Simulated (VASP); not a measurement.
# HRh16 (a cell with a defect) in VASP: relaxation of the atoms with PBE

Aim: the relaxation of the atoms of HRh16 (a cell with a defect) with PBE.

Program: VASP 6.6.1. These are calculated values, not measurements. Logs are shortened: lines on timing, memory, paths and dates and some standing lists are left out, and cuts for length are marked.

### 1 The cell of the first run

The cell holds a defect, 17 atoms: a = 6.633 Å, b = 6.633 Å, c = 6.633 Å, α = 109.47°, β = 109.47°, γ = 109.47°.

### 2 Relaxation of the atoms, PBE

File INCAR:

```
PREC = Accurate ; ENCUT = 520
EDIFF = 1E-7 ; ISMEAR = 1
SIGMA = 0.1 ; LREAL = Auto
LASPH = True ; NELM = 80
ALGO = Normal ; ISIF = 2
LWAVE = False ; LCHARG = False
GGA = PE ; IBRION = 2
NSW = 90 ; EDIFFG = -0.02
KPAR = 4
```

File KPOINTS:

```
Automatic mesh
0
Gamma
  3 3 3
```

File POSCAR:

```
HRh16
1.0
   -3.8296348800      3.8296348800      3.8296348800
    3.8296348800     -3.8296348800      3.8296348800
    3.8296348800      3.8296348800     -3.8296348800
Rh H
16 1
Direct
    0.0000000000      0.0000000000      0.0000000000
    0.0000000000      0.2500000000      0.7500000000
    0.0000000000      0.5000000000      0.5000000000
    0.0000000000      0.7500000000      0.2500000000
    0.2500000000      0.0000000000      0.7500000000
    0.2500000000      0.2500000000      0.5000000000
    0.2500000000      0.5000000000      0.2500000000
    0.2500000000      0.7500000000      0.0000000000
    0.5000000000      0.0000000000      0.5000000000
    0.5000000000      0.2500000000      0.2500000000
    0.5000000000      0.5000000000      0.0000000000
    0.5000000000      0.7500000000      0.7500000000
    0.7500000000      0.0000000000      0.2500000000
    0.7500000000      0.2500000000      0.0000000000
    0.7500000000      0.5000000000      0.7500000000
    0.7500000000      0.7500000000      0.5000000000
    0.5000000000      0.5000000000      0.5000000000
```

Potentials or basis: VASP PAW PBE potentials, release 64 (Rh_pv, H).

Run with:

```console
$ cat potpaw_PBE.64/Rh_pv/POTCAR potpaw_PBE.64/H/POTCAR > POTCAR
$ mpirun -np 4 vasp_std > vasp.out
```

OUTCAR:

```text
PREC = Accurate
   ENCUT = 520
   EDIFF = 1E-7
   ISMEAR = 1
   LREAL = Auto
   LASPH = True
   NELM = 80
   ISIF = 2
   GGA = PE
   IBRION = 2
   NSW = 90
   EDIFFG = -0.02

 ion  position               nearest neighbor table
   1  0.000  0.000  0.000-   2 2.71   4 2.71   5 2.71   6 2.71   7 2.71   8 2.71  10 2.71  13 2.71
                            14 2.71  16 2.71  15 2.71  12 2.71
   2  0.000  0.250  0.750-   1 2.71   3 2.71   5 2.71   6 2.71   7 2.71   8 2.71  11 2.71  14 2.71
                            15 2.71  13 2.71  16 2.71   9 2.71
   3  0.000  0.500  0.500-   2 2.71   4 2.71   5 2.71   6 2.71   7 2.71   8 2.71  12 2.71  15 2.71
                            16 2.71  14 2.71  13 2.71  10 2.71
   4  0.000  0.750  0.250-   1 2.71   3 2.71   5 2.71   6 2.71   7 2.71   8 2.71   9 2.71  13 2.71
                            16 2.71  15 2.71  14 2.71  11 2.71
   5  0.250  0.000  0.750-   1 2.71   2 2.71   6 2.71   8 2.71   9 2.71  10 2.71  11 2.71  12 2.71
                            14 2.71   4 2.71   3 2.71  16 2.71
   6  0.250  0.250  0.500-  17 1.91   3 2.71   5 2.71   7 2.71   9 2.71  10 2.71  11 2.71  12 2.71
                            15 2.71   2 2.71   1 2.71   4 2.71  13 2.71
   7  0.250  0.500  0.250-  17 1.91   4 2.71   6 2.71   8 2.71   9 2.71  10 2.71  11 2.71  12 2.71
                            16 2.71   3 2.71   2 2.71   1 2.71  14 2.71
   8  0.250  0.750  0.000-   1 2.71   4 2.71   5 2.71   7 2.71   9 2.71  10 2.71  11 2.71  12 2.71
                            13 2.71   3 2.71   2 2.71  15 2.71
   9  0.500  0.000  0.500-   2 2.71   5 2.71   6 2.71  10 2.71  12 2.71  13 2.71  14 2.71  15 2.71
                            16 2.71   8 2.71   7 2.71   4 2.71
  10  0.500  0.250  0.250-  17 1.91   6 2.71   7 2.71   9 2.71  11 2.71  13 2.71  14 2.71  15 2.71
                            16 2.71   3 2.71   5 2.71   8 2.71   1 2.71
  11  0.500  0.500  0.000-   4 2.71   7 2.71   8 2.71  10 2.71  12 2.71  13 2.71  14 2.71  15 2.71
                            16 2.71   6 2.71   5 2.71   2 2.71
  12  0.500  0.750  0.750-  17 1.91   5 2.71   8 2.71   9 2.71  11 2.71  13 2.71  14 2.71  15 2.71
                            16 2.71   1 2.71   7 2.71   6 2.71   3 2.71
  13  0.750  0.000  0.250-   1 2.71   2 2.71   3 2.71   4 2.71   6 2.71   9 2.71  10 2.71  14 2.71
                            16 2.71  12 2.71  11 2.71   8 2.71
  14  0.750  0.250  0.000-   1 2.71   2 2.71   3 2.71   4 2.71   7 2.71  10 2.71  11 2.71  13 2.71
                            15 2.71   9 2.71  12 2.71   5 2.71
  15  0.750  0.500  0.750-  17 1.91   2 2.71   3 2.71   4 2.71   8 2.71  11 2.71  12 2.71  14 2.71
                            16 2.71   1 2.71  10 2.71   9 2.71   6 2.71
  16  0.750  0.750  0.500-  17 1.91   2 2.71   3 2.71   4 2.71   5 2.71   9 2.71  12 2.71  13 2.71
                            15 2.71   1 2.71  11 2.71  10 2.71   7 2.71
  17  0.500  0.500  0.500-   6 1.91   7 1.91  10 1.91  12 1.91  15 1.91  16 1.91

  LATTYP: Found a body centered cubic cell.
 ALAT       =     7.6592697600

  Lattice vectors:

 A1 = (  -3.8296348800,   3.8296348800,   3.8296348800)
 A2 = (   3.8296348800,  -3.8296348800,   3.8296348800)
 A3 = (   3.8296348800,   3.8296348800,  -3.8296348800)

Analysis of symmetry for initial positions (statically):
=====================================================================
 Subroutine PRICEL returns:
 Original cell was already a primitive cell.

 Routine SETGRP: Setting up the symmetry group for a
 body centered cubic supercell.

 Subroutine GETGRP returns: Found 48 space group operations
 (whereof 12 operations were pure point group operations)
 out of a pool of 48 trial point group operations.

The static configuration has the point symmetry D_3d.
 The point group associated with its full space group is O_h .

Analysis of symmetry for dynamics (positions and initial velocities):
=====================================================================
 Subroutine PRICEL returns:
 Original cell was already a primitive cell.

 Routine SETGRP: Setting up the symmetry group for a
 body centered cubic supercell.

 Subroutine GETGRP returns: Found 48 space group operations
 (whereof 12 operations were pure point group operations)
 out of a pool of 48 trial point group operations.

The dynamic configuration has the point symmetry D_3d.
 The point group associated with its full space group is O_h .

[... 137 lines left out ...]
   LRPA    =     F    only Hartree local field effects (RPA)
 conjugate gradient relaxation of ions
 non-spin polarized calculation
 Methfessel and Paxton  Order N= 1 SIGMA  =   0.10
  energy-cutoff  :      520.00
  volume of cell :      224.66
 maximum number of plane-waves:      6056
 NGX is ok and might be reduce to    50
   NGX = 25   NGY = 25   NGZ = 25

--------------------------------------- Ionic step        1  -------------------------------------------

 number of electron     241.0000045 magnetization

 Free energy of the ion-electron system (eV)
  ---------------------------------------------------
  ext. energy  EPLUGINS =         0.00000000
  ---------------------------------------------------
  free energy    TOTEN  =      -119.40610024 eV

  energy without entropy =     -119.38503182  energy(sigma->0) =     -119.39907743

------------------------ aborting loop because EDIFF is reached ----------------------------------------

  FORCE on cell =-STRESS in cart. coord.  units (eV):
  Direction    XX          YY          ZZ          XY          YZ          ZX
  --------------------------------------------------------------------------------------
  -------------------------------------------------------------------------------------
  Total        3.9425094      3.9425094      3.9425094     -0.0000000      0.0000000      0.0000000
  in kB       28.1158499     28.1158499     28.1158499     -0.0000000      0.0000000      0.0000000
  external PRESSURE =      28.1158499 kB  Pullay stress =       0.0000000 kB

 VOLUME and BASIS-vectors are now :
 -----------------------------------------------------------------------------
  energy-cutoff  :      520.00
  volume of cell :      224.66
      direct lattice vectors                 reciprocal lattice vectors
    -3.829634880  3.829634880  3.829634880     0.000000000  0.130560749  0.130560749
     3.829634880 -3.829634880  3.829634880     0.130560749  0.000000000  0.130560749
     3.829634880  3.829634880 -3.829634880     0.130560749  0.130560749  0.000000000

 POSITION                                       TOTAL-FORCE (eV/Angst)
 -----------------------------------------------------------------------------------
      0.00000      0.00000      0.00000         0.000000      0.000000      0.000000
      3.82963      1.91482     -1.91482         0.000000      0.000000      0.000000
      3.82963      0.00000      0.00000         0.000000      0.000000      0.000000
      3.82963     -1.91482      1.91482         0.000000      0.000000      0.000000
      1.91482      3.82963     -1.91482         0.000000      0.000000      0.000000
      1.91482      1.91482      0.00000         0.000000      0.000000     -0.761231
[... 9 lines left out ...]
      1.91482      1.91482      3.82963        -0.000000     -0.000000      0.761231
      1.91482      1.91482      1.91482         0.000000      0.000000      0.000000
 -----------------------------------------------------------------------------------
    total drift:                               -0.000000     -0.000000      0.000000

  FREE ENERGIE OF THE ION-ELECTRON SYSTEM (eV)
  ---------------------------------------------------
  free  energy   TOTEN  =      -119.4061002390 eV

  energy  without entropy=     -119.3850318172  energy(sigma->0) =     -119.39907743

--------------------------------------- Ionic step        2  -------------------------------------------

 number of electron     241.0000020 magnetization

 Free energy of the ion-electron system (eV)
  ---------------------------------------------------
  ext. energy  EPLUGINS =         0.00000000
  ---------------------------------------------------
  free energy    TOTEN  =      -119.48639803 eV

  energy without entropy =     -119.46571522  energy(sigma->0) =     -119.47950376

 E-fermi :  11.6626     XC(G=0): -13.9415

 val. band max:       11.6619435488   @ k =   0.3333   0.0000   0.0000
 cond. band min:      11.6729598701   @ k =  -0.3333   0.3333   0.3333
 fundamental gap:      0.0110163213
 Fermi energy:        11.6626063668

 k-point     1 :       0.0000    0.0000    0.0000
  band No.  band energies     occupation
      1     -35.3853      2.00000
      2     -35.3853      2.00000
      3     -35.3853      2.00000
      4     -35.2779      2.00000
      5     -35.2779      2.00000
      6     -35.2498      2.00000
[... 529 lines left out ...]
    131      12.1341     -0.00000
    132      12.1619     -0.00000
 [bands above 132 left out]

------------------------ aborting loop because EDIFF is reached ----------------------------------------

  FORCE on cell =-STRESS in cart. coord.  units (eV):
  Direction    XX          YY          ZZ          XY          YZ          ZX
  --------------------------------------------------------------------------------------
  -------------------------------------------------------------------------------------
  Total        3.6688666      3.6688666      3.6688666     -0.0000000     -0.0000000      0.0000000
  in kB       26.1643769     26.1643769     26.1643769     -0.0000000     -0.0000000      0.0000000
  external PRESSURE =      26.1643769 kB  Pullay stress =       0.0000000 kB

 VOLUME and BASIS-vectors are now :
 -----------------------------------------------------------------------------
  energy-cutoff  :      520.00
  volume of cell :      224.66
      direct lattice vectors                 reciprocal lattice vectors
    -3.829634880  3.829634880  3.829634880     0.000000000  0.130560749  0.130560749
     3.829634880 -3.829634880  3.829634880     0.130560749  0.000000000  0.130560749
     3.829634880  3.829634880 -3.829634880     0.130560749  0.130560749  0.000000000

 POSITION                                       TOTAL-FORCE (eV/Angst)
 -----------------------------------------------------------------------------------
      0.00000      0.00000      0.00000         0.000000     -0.000000      0.000000
      3.82963      1.91482     -1.91482         0.000000     -0.000000     -0.000000
      3.82963      0.00000      0.00000         0.000000     -0.000000      0.000000
      3.82963     -1.91482      1.91482         0.000000     -0.000000     -0.000000
      1.91482      3.82963     -1.91482         0.000000     -0.000000      0.000000
      1.91482      1.91482     -0.03672         0.000000      0.000000      0.018082
[... 9 lines left out ...]
      1.91482      1.91482      3.86636        -0.000000     -0.000000     -0.018082
      1.91482      1.91482      1.91482         0.000000     -0.000000      0.000000
 -----------------------------------------------------------------------------------
    total drift:                                0.000000      0.000000     -0.000000

  FREE ENERGIE OF THE ION-ELECTRON SYSTEM (eV)
  ---------------------------------------------------
  free  energy   TOTEN  =      -119.4863980303 eV

  energy  without entropy=     -119.4657152212  energy(sigma->0) =     -119.47950376

 reached required accuracy - stopping structural energy minimisation
```

It took 2.2 min on 4 MPI ranks of Intel Xeon Platinum 8375C at 2.90GHz (Ice Lake), shared host; peak memory 0.42 GiB.

Results:

| Property | Result |
| --- | --- |
| Free energy | -119.4864 eV |
| Energy gained by relaxing | 4.7 meV/atom |
| Ionic steps | 2 |
| Pressure after relaxing | 2.6 GPa |
| Largest force after relaxing | 0.018 eV/Å |
| Band gap on the k mesh | zero (an odd number of electrons rules out a gap without spin polarisation) |

Forces in eV/Å, atoms in the order of the input:
```
Rh   0.000  0.000  0.000
Rh   0.000  0.000  0.000
Rh   0.000  0.000  0.000
Rh   0.000  0.000  0.000
Rh   0.000  0.000  0.000
Rh   0.000  0.000  0.018
Rh   0.000  0.018  0.000
Rh   0.000  0.000  0.000
Rh   0.000  0.000  0.000
Rh   0.018  0.000  0.000
Rh   0.000  0.000  0.000
Rh  -0.018  0.000  0.000
Rh   0.000  0.000  0.000
Rh   0.000  0.000  0.000
Rh   0.000 -0.018  0.000
Rh   0.000  0.000 -0.018
H    0.000  0.000  0.000
```

The path:
| step | energy change (eV) | largest force (eV/Å) | pressure (GPa) |
| --- | --- | --- | --- |
| 1 | 0.0000 | 0.7612 | 2.81 |
| 2 | -0.0803 | 0.0181 | 2.62 |

Final structure:
```yaml
crystal:
  lattice:
    - [-3.82963, 3.82963, 3.82963]
    - [3.82963, -3.82963, 3.82963]
    - [3.82963, 3.82963, -3.82963]
  atoms:
    - { symbol: Rh, position: [0.00000, 0.00000, 0.00000] }
    - { symbol: Rh, position: [0.00000, 0.25000, 0.75000] }
    - { symbol: Rh, position: [0.00000, 0.50000, 0.50000] }
    - { symbol: Rh, position: [0.00000, 0.75000, 0.25000] }
    - { symbol: Rh, position: [0.25000, 0.00000, 0.75000] }
    - { symbol: Rh, position: [0.24521, 0.24521, 0.50000] }
    - { symbol: Rh, position: [0.24521, 0.50000, 0.24521] }
    - { symbol: Rh, position: [0.25000, 0.75000, 0.00000] }
    - { symbol: Rh, position: [0.50000, 0.00000, 0.50000] }
    - { symbol: Rh, position: [0.50000, 0.24521, 0.24521] }
    - { symbol: Rh, position: [0.50000, 0.50000, 0.00000] }
    - { symbol: Rh, position: [0.50000, 0.75479, 0.75479] }
    - { symbol: Rh, position: [0.75000, 0.00000, 0.25000] }
    - { symbol: Rh, position: [0.75000, 0.25000, 0.00000] }
    - { symbol: Rh, position: [0.75479, 0.50000, 0.75479] }
    - { symbol: Rh, position: [0.75479, 0.75479, 0.50000] }
    - { symbol: H, position: [0.50000, 0.50000, 0.50000] }
```

Caveat: the k points lie up to 0.39 Å⁻¹ apart, too coarse for converged energies and pressures of a metal.
